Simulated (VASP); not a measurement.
# TiAl3 (P4/mmm) in VASP: notebook

Runs on TiAl3. Level: r2SCAN. Tasks: single point.

Everything below comes from runs of VASP 6.6.1. Logs are shortened: lines on timing, memory, paths and dates and some standing lists are left out, and cuts for length are marked.

**1. The cell of the first run**

It takes space group P4/mmm (No. 123, tetragonal). Conventional cell: a = 4.193 Å, b = 4.193 Å, c = 3.795 Å, α = 90.00°, β = 90.00°, γ = 90.00°. Ti (site symmetry 4/mmm) has 12 Al at 2.83 to 2.96 Å and 2 Ti at 3.80 Å within 3.8 Å. Al (site symmetry 4/mmm) has 10 Al at 2.83 to 3.80 Å and 4 Ti at 2.96 Å within 3.8 Å. Al (site symmetry mmm) has 4 Ti at 2.83 Å and 10 Al at 2.83 to 3.80 Å within 3.8 Å.

**2. Single point, r2SCAN (biaxial strain in the a-b plane: +6.0 %, then relaxed in part)**

File POSCAR:

```
TiAl3
1.0
    4.1930115250      0.0000000000      0.0000000000
    0.0000000000      4.1930115250      0.0000000000
    0.0000000000      0.0000000000      3.7952528540
Ti Al
1 3
Direct
    0.0000000000      0.0000000000      0.0000000000
    0.5000000000      0.5000000000      0.0000000000
    0.5000000000      0.0000000000      0.5000000000
    0.0000000000      0.5000000000      0.5000000000
```

File INCAR.step1:

```
SYSTEM = TiAl3
ALGO = Normal
EDIFF = 1E-4
ENCUT = 520
GGA = PE
ISMEAR = 0
LASPH = .TRUE.
LCHARG = .FALSE.
LREAL = .FALSE.
LWAVE = .TRUE.
NBANDS = 18
NELM = 60
PREC = Accurate
SIGMA = 0.1
```

File INCAR.step2:

```
SYSTEM = TiAl3
ALGO = Normal
EDIFF = 1E-6
ENCUT = 520
ISIF = 2
ISMEAR = 0
ISTART = 1
LASPH = .TRUE.
LCHARG = .TRUE.
LELF = .TRUE.
LMIXTAU = .TRUE.
LREAL = .FALSE.
LVHAR = .TRUE.
LWAVE = .FALSE.
METAGGA = R2SCAN
NBANDS = 18
NELM = 60
PREC = Accurate
SIGMA = 0.1
```

File KPOINTS:

```
k-points
0
G
  14 14 14
  0 0 0
```

Potentials or basis: VASP PAW PBE potentials, release 64 (Ti_sv, Al).

The run is started by

```bash
$ cat potpaw_PBE.64/Ti_sv/POTCAR potpaw_PBE.64/Al/POTCAR > POTCAR
$ cp INCAR.step1 INCAR
$ mpirun -np 1 vasp_std > vasp.out
$ cp INCAR.step2 INCAR
$ mpirun -np 1 vasp_std > vasp.out
```

OUTCAR:

```text
SYSTEM = TiAl3
   EDIFF = 1E-6
   ENCUT = 520
   ISIF = 2
   ISMEAR = 0
   ISTART = 1
   LASPH = .TRUE.
   LREAL = .FALSE.
   METAGGA = R2SCAN
   NELM = 60
   PREC = Accurate

 ion  position               nearest neighbor table
   1  0.000  0.000  0.000-   3 2.83   4 2.83   3 2.83   4 2.83   4 2.83   4 2.83   3 2.83   3 2.83
                             2 2.96   2 2.96   2 2.96   2 2.96
   2  0.500  0.500  0.000-   3 2.83   4 2.83   3 2.83   4 2.83   3 2.83   3 2.83   4 2.83   4 2.83
                             1 2.96   1 2.96   1 2.96   1 2.96
   3  0.500  0.000  0.500-   1 2.83   2 2.83   1 2.83   2 2.83   2 2.83   2 2.83   1 2.83   1 2.83
                             4 2.96   4 2.96   4 2.96   4 2.96
   4  0.000  0.500  0.500-   1 2.83   2 2.83   1 2.83   2 2.83   1 2.83   1 2.83   2 2.83   2 2.83
                             3 2.96   3 2.96   3 2.96   3 2.96

  LATTYP: Found a simple tetragonal cell.
 ALAT       =     4.1930115250
 C/A-ratio  =     0.9051377110

  Lattice vectors:

 A1 = (   4.1930115250,   0.0000000000,   0.0000000000)
 A2 = (   0.0000000000,   4.1930115250,   0.0000000000)
 A3 = (   0.0000000000,   0.0000000000,   3.7952528540)

Analysis of symmetry for initial positions (statically):
=====================================================================
 Subroutine PRICEL returns:
 Original cell was already a primitive cell.

 Routine SETGRP: Setting up the symmetry group for a
 simple tetragonal supercell.

 Subroutine GETGRP returns: Found 16 space group operations
 (whereof 16 operations were pure point group operations)
 out of a pool of 16 trial point group operations.

The static configuration has the point symmetry D_4h.

Analysis of symmetry for dynamics (positions and initial velocities):
=====================================================================
 Subroutine PRICEL returns:
 Original cell was already a primitive cell.

 Routine SETGRP: Setting up the symmetry group for a
 simple tetragonal supercell.

 Subroutine GETGRP returns: Found 16 space group operations
 (whereof 16 operations were pure point group operations)
 out of a pool of 16 trial point group operations.

The dynamic configuration has the point symmetry D_4h.

 Subroutine INISYM returns: Found 16 space group operations
[... 91 lines left out ...]
 SYSTEM =  TiAl3
   PREC   = accura    normal or accurate (medium, high low for compatibility)
   ISTART =      1    job   : 0-new  1-cont  2-samecut
   ICHARG =      0    charge: 1-file 2-atom 10-const
   ISPIN  =      1    spin polarized calculation?
   LNONCOLLINEAR =      F non collinear calculations
   LSORBIT =      F    spin-orbit coupling
   LASPH  =      T    aspherical Exc in radial PAW
   ENCUT  =  520.0 eV  38.22 Ry    6.18 a.u.   7.80  7.80  7.06*2*pi/ulx,y,z
   NELM   =     60;   NELMIN=  2; NELMDL=  0     # of ELM steps
   EDIFF  = 0.1E-05   stopping-criterion for ELM
   LREAL  =      F    real-space projection
[... 7 lines left out ...]
   TEBEG  =    0.0;   TEEND  =   0.0 temperature during run
   PSTRESS=    0.0 pullay stress
   NELECT =      21.0000    total number of electrons
   NUPDOWN=      -1.0000    fix difference up-down
   EMIN   =  10.00;   EMAX   =-10.00  energy-range for DOS
   EFERMI =   0.00;   METHOD = LEGACY
   ISMEAR =     0;   SIGMA  =   0.10  broadening in eV -4-tet -1-fermi 0-gaus
   EFERMI_NEDOS =   21; number of points for ismear=-14 and -15
   IALGO  =     38    algorithm
   IMIX   =      4    mixing-type and parameters
     AMIX     =   0.40;   BMIX     =  1.00
     AMIX_MAG =   1.60;   BMIX_MAG =  1.00
  volume/ion in A,a.u.               =      16.68       112.57
  Fermi-wavevector in a.u.,A,eV,Ry     =   1.113569  2.104340 16.871702  1.240035
  Thomas-Fermi vector in A             =   2.250155
   LORBIT       =      0    0 simple, 1 ext, 2 COOP (PROOUT), +10 PAW based schemes
   METAGGA = R2SCAN    functional components
   LHFCALC =     F    Hartree Fock is set to
   AEXX    =    0.0000 exact exchange contribution
   IVDW    =     0    specifies the selected vdW correction
   LEPSILON=     F    determine dielectric tensor
   LRPA    =     F    only Hartree local field effects (RPA)
 non-spin polarized calculation
 Gauss-broadening in eV      SIGMA  =   0.10
  energy-cutoff  :      520.00
  volume of cell :       66.73
 maximum number of plane-waves:      1824
 NGX is ok and might be reduce to    32
   NGX = 15   NGY = 15   NGZ = 15

 number of electron      21.0000001 magnetization

 Free energy of the ion-electron system (eV)
  ---------------------------------------------------
  ext. energy  EPLUGINS =         0.00000000
  ---------------------------------------------------
  free energy    TOTEN  =       -34.54883778 eV

  energy without entropy =      -34.53771072  energy(sigma->0) =      -34.54327425

 E-fermi :   8.3034     XC(G=0): -11.2779

 val. band max:        8.3027927114   @ k =   0.1429   0.0714   0.0000
 cond. band min:       8.3110065674   @ k =   0.3571   0.1429   0.0000
 fundamental gap:      0.0082138560
 Fermi energy:         8.3033705566

 k-point     1 :       0.0000    0.0000    0.0000
  band No.  band energies     occupation
      1     -51.1780      2.00000
      2     -26.4424      2.00000
      3     -26.4424      2.00000
      4     -26.3726      2.00000
      5      -2.6743      2.00000
      6       4.8102      2.00000
[... 481 lines left out ...]
      5      -1.1717      2.00000
      6       1.4556      2.00000
[... 10 lines left out ...]
     17      12.4977      0.00000
     18      13.9506      0.00000

 [... further k-points ...]

------------------------ aborting loop because EDIFF is reached ----------------------------------------

  FORCE on cell =-STRESS in cart. coord.  units (eV):
  Direction    XX          YY          ZZ          XY          YZ          ZX
  --------------------------------------------------------------------------------------
  -------------------------------------------------------------------------------------
  Total       -4.4023982     -4.4023982     -0.0498949      0.0000000      0.0000000      0.0000000
  in kB     -105.7078099   -105.7078099     -1.1980463      0.0000000      0.0000000      0.0000000
  external PRESSURE =     -70.8712220 kB  Pullay stress =       0.0000000 kB

 VOLUME and BASIS-vectors are now :
 -----------------------------------------------------------------------------
  energy-cutoff  :      520.00
  volume of cell :       66.73
      direct lattice vectors                 reciprocal lattice vectors
     4.193011525  0.000000000  0.000000000     0.238492070  0.000000000  0.000000000
     0.000000000  4.193011525  0.000000000     0.000000000  0.238492070  0.000000000
     0.000000000  0.000000000  3.795252854     0.000000000  0.000000000  0.263487056

 POSITION                                       TOTAL-FORCE (eV/Angst)
 -----------------------------------------------------------------------------------
      0.00000      0.00000      0.00000         0.000000      0.000000      0.000000
      2.09651      2.09651      0.00000         0.000000      0.000000      0.000000
      2.09651      0.00000      1.89763         0.000000      0.000000      0.000000
      0.00000      2.09651      1.89763         0.000000      0.000000      0.000000
 -----------------------------------------------------------------------------------
    total drift:                               -0.000000      0.000000     -0.000000

  FREE ENERGIE OF THE ION-ELECTRON SYSTEM (eV)
  ---------------------------------------------------
  free  energy   TOTEN  =       -34.5488377789 eV

  energy  without entropy=      -34.5377107189  energy(sigma->0) =      -34.54327425
```

OUTCAR.step1:

```text
SYSTEM = TiAl3
   EDIFF = 1E-4
   ENCUT = 520
   GGA = PE
   ISMEAR = 0
[... 738 lines left out ...]
      0.00000      0.00000      0.00000         0.000000      0.000000      0.000000
      2.09651      2.09651      0.00000         0.000000      0.000000      0.000000
      2.09651      0.00000      1.89763         0.000000      0.000000      0.000000
      0.00000      2.09651      1.89763         0.000000      0.000000      0.000000
 -----------------------------------------------------------------------------------
    total drift:                               -0.000000      0.000000      0.000000

  FREE ENERGIE OF THE ION-ELECTRON SYSTEM (eV)
  ---------------------------------------------------
  free  energy   TOTEN  =       -20.3506400029 eV

  energy  without entropy=      -20.3389894439  energy(sigma->0) =      -20.34481472
```

OSZICAR.step1:

```text
N       E                     dE             d eps       ncg     rms          rms(c)
DAV:   1     0.118052992796E+03    0.11805E+03   -0.91563E+03 10368   0.107E+03
DAV:   2    -0.139521820642E+02   -0.13201E+03   -0.12863E+03 10540   0.278E+02
DAV:   3    -0.223201224675E+02   -0.83679E+01   -0.81866E+01 16552   0.647E+01
DAV:   4    -0.225526094115E+02   -0.23249E+00   -0.23174E+00 12872   0.985E+00
DAV:   5    -0.225603246572E+02   -0.77152E-02   -0.77127E-02 15582   0.182E+00    0.106E+01
DAV:   6    -0.217291785427E+02    0.83115E+00   -0.30318E+01 14596   0.360E+01    0.954E+00
DAV:   7    -0.204830901679E+02    0.12461E+01   -0.16590E+01 13166   0.250E+01    0.333E+00
DAV:   8    -0.204451367767E+02    0.37953E-01   -0.23273E+00 13462   0.101E+01    0.237E+00
DAV:   9    -0.203499298630E+02    0.95207E-01   -0.62542E-01 13384   0.514E+00    0.272E-01
DAV:  10    -0.203528578053E+02   -0.29279E-02   -0.21765E-02 13576   0.901E-01    0.341E-01
DAV:  11    -0.203506599124E+02    0.21979E-02   -0.91182E-03 14270   0.589E-01    0.735E-02
DAV:  12    -0.203506400029E+02    0.19910E-04   -0.32856E-04 11484   0.109E-01
   1 F= -.20350640E+02 E0= -.20344815E+02  d E =-.116506E-01
```

Run time: 5.4 min. Hardware: 1 thread of Intel Xeon 6975P-C (Granite Rapids), shared host; peak memory 0.42 GiB.

What came out:

- Free energy: -34.5488 eV
- Pressure: -7.1 GPa
- Band gap on the k mesh: zero (an odd number of electrons rules out a gap without spin polarisation)

Stress tensor (GPa, compression positive):
```
-10.57   0.00   0.00
  0.00 -10.57   0.00
  0.00   0.00  -0.12
```

Levels at points of the mesh, in eV from the Fermi level:
```tsv
k point	band 6	band 7	band 8	band 9	band 10	band 11	band 12	band 13	band 14	band 15
(0.00, 0.00, 0.00)	-3.49	-2.75	-2.75	-2.60	-1.12	0.04	0.32	0.32	0.74	3.84
(0.50, 0.00, 0.00)	-8.23	-2.62	-1.97	-1.52	0.15	0.29	0.49	0.80	1.67	2.39
(0.50, 0.50, 0.00)	-6.61	-6.61	-5.15	-0.76	-0.76	0.81	0.99	1.10	1.97	4.52
(0.00, 0.00, 0.50)	-7.89	-2.46	-2.46	-2.22	0.38	0.38	0.42	0.90	0.97	1.71
(0.50, 0.00, 0.50)	-6.20	-5.97	-5.08	-1.54	-1.23	0.34	0.88	0.88	1.75	3.02
(0.50, 0.50, 0.50)	-5.16	-5.07	-5.02	-3.77	-3.77	-3.38	0.09	1.13	1.79	2.52
```

Caveat: the cell differs from its parent crystal (biaxial strain in the a-b plane: +6.0 %, then relaxed in part); the stress differs along the axes, from -11 to -0 GPa; the PAW data sets were made with another functional, which shifts forces and pressure a little.

**3. Single point, r2SCAN (biaxial strain in the a-b plane: +6.0 %)**

POSCAR: that of step 2 with these lines changed.

```diff
@@ -4,3 +4,3 @@
     0.0000000000      4.1930115250      0.0000000000
-    0.0000000000      0.0000000000      3.7952528540
+    0.0000000000      0.0000000000      3.8132670850
 Ti Al
```

File INCAR.step1:

```
ALGO     = Normal         # electronic algorithm
EDIFF    = 1E-4           # SCF threshold, eV
ENCUT    = 520            # plane-wave cutoff, eV
GGA      = PE             # functional
ISMEAR   = 0              # smearing method
LASPH    = T              # aspherical terms in the spheres
LCHARG   = F              # write CHGCAR
LREAL    = F              # projectors in reciprocal space
LWAVE    = T              # write WAVECAR
NBANDS   = 18             # bands
NELM     = 100            # most SCF steps
PREC     = Accurate       # precision mode
SIGMA    = 0.1            # smearing width, eV
```

File INCAR.step2:

```
ALGO     = Normal         # electronic algorithm
EDIFF    = 1E-6           # SCF threshold, eV
ENCUT    = 520            # plane-wave cutoff, eV
ISIF     = 2              # what is computed and relaxed
ISMEAR   = 0              # smearing method
ISTART   = 1            
LASPH    = T              # aspherical terms in the spheres
LCHARG   = F              # write CHGCAR
LMIXTAU  = T            
LREAL    = F              # projectors in reciprocal space
LWAVE    = F              # write WAVECAR
METAGGA  = R2SCAN         # meta-GGA
NBANDS   = 18             # bands
NELM     = 100            # most SCF steps
PREC     = Accurate       # precision mode
SIGMA    = 0.1            # smearing width, eV
```

File KPOINTS:

```
k-points
0
Gamma
  14 14 14
```

Potentials or basis: VASP PAW PBE potentials, release 64 (Ti_sv, Al).

The run is started by

```bash
$ cat potpaw_PBE.64/Ti_sv/POTCAR potpaw_PBE.64/Al/POTCAR > POTCAR
$ cp INCAR.step1 INCAR
$ mpirun -np 1 vasp_std > vasp.out
$ cp INCAR.step2 INCAR
$ mpirun -np 1 vasp_std > vasp.out
```

It took 5.7 min on 1 thread of Intel Xeon 6975P-C (Granite Rapids), shared host; peak memory 0.43 GiB.

It converged, with:

* Free energy: -34.5479 eV
* Pressure: -7.5 GPa
* Band gap on the k mesh: zero (an odd number of electrons rules out a gap without spin polarisation)

Stress tensor (GPa, compression positive):
```
-10.84   0.00   0.00
  0.00 -10.84   0.00
  0.00   0.00  -0.90
```

Levels at points of the mesh, in eV from the Fermi level:
```
           k point  band 6  band 7  band 8  band 9  band 10  band 11  band 12  band 13  band 14  band 15
(0.00, 0.00, 0.00)   -3.46   -2.72   -2.72   -2.61    -1.18     0.05     0.30     0.30     0.75     3.81
(0.50, 0.00, 0.00)   -8.21   -2.59   -1.97   -1.56     0.17     0.32     0.47     0.81     1.61     2.32
(0.50, 0.50, 0.00)   -6.59   -6.59   -5.14   -0.79    -0.79     0.82     1.00     1.08     1.92     4.46
(0.00, 0.00, 0.50)   -7.89   -2.45   -2.45   -2.21     0.39     0.39     0.41     0.90     0.95     1.66
(0.50, 0.00, 0.50)   -6.19   -5.98   -5.07   -1.52    -1.23     0.35     0.88     0.89     1.71     3.03
(0.50, 0.50, 0.50)   -5.16   -5.07   -5.01   -3.76    -3.76    -3.39     0.08     1.13     1.75     2.50
```

Caveat: the cell differs from its parent crystal (biaxial strain in the a-b plane: +6.0 %); the stress differs along the axes, from -11 to -1 GPa; the PAW data sets were made with another functional, which shifts forces and pressure a little.
